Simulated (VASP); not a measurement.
Write the native input for VASP 6.6.1 that does the following.

| Item | Value |
| --- | --- |
| Task | single point |
| Functional | PBE |
| Potentials or basis | VASP PAW PBE potentials, release 64 (In_d, As) |
| Cutoff | 520 eV |
| k mesh | 16 × 16 × 16 |
| Occupations | gaussian, width 0.15 eV |
| Spin | no spin polarisation |
| Dipole correction | no |
| Further INCAR settings | ALGO = Normal; EDIFF = 1e-06; NBANDS = 16 |

The structure of InAs lies in POSCAR:

```
InAs
1.0
    0.0000000000      3.1861810476      3.0469789630
    3.1861810476      0.0000000000      3.0469789630
    3.1861810476      3.1861810476      0.0000000000
In As
1 1
Direct
    0.0000000000      0.0000000000      0.0000000000
    0.7500000000      0.7500000000      0.7500000000
```

This cell differs from its parent crystal: strain +0.030 along x and y, -0.015 along z.

One way to write it, as run:

INCAR

```
PREC = Accurate
ENCUT = 520
EDIFF = 1E-6
ISMEAR = 0
SIGMA = 0.15
LREAL = False
LASPH = True
NELM = 60
ALGO = Normal
ISIF = 2
LWAVE = False
LCHARG = False
GGA = PE
NBANDS = 16
```

KPOINTS

```
Automatic mesh
0
Gamma
  16 16 16
```

Potentials or basis: VASP PAW PBE potentials, release 64 (In_d, As).

Command:

```sh
$ cat potpaw_PBE.64/In_d/POTCAR potpaw_PBE.64/As/POTCAR > POTCAR
$ mpirun -np 1 vasp_std > vasp.out
```

Results of the run:

The pressure is -1.9 GPa.

Caveat: the cell differs from its parent crystal (strain +0.030 along x and y, -0.015 along z).

It took 3.2 min on 1 thread of Intel(R) Xeon(R) Platinum 8488C (Sapphire Rapids), with other jobs on the host, peak memory 0.48 GiB.
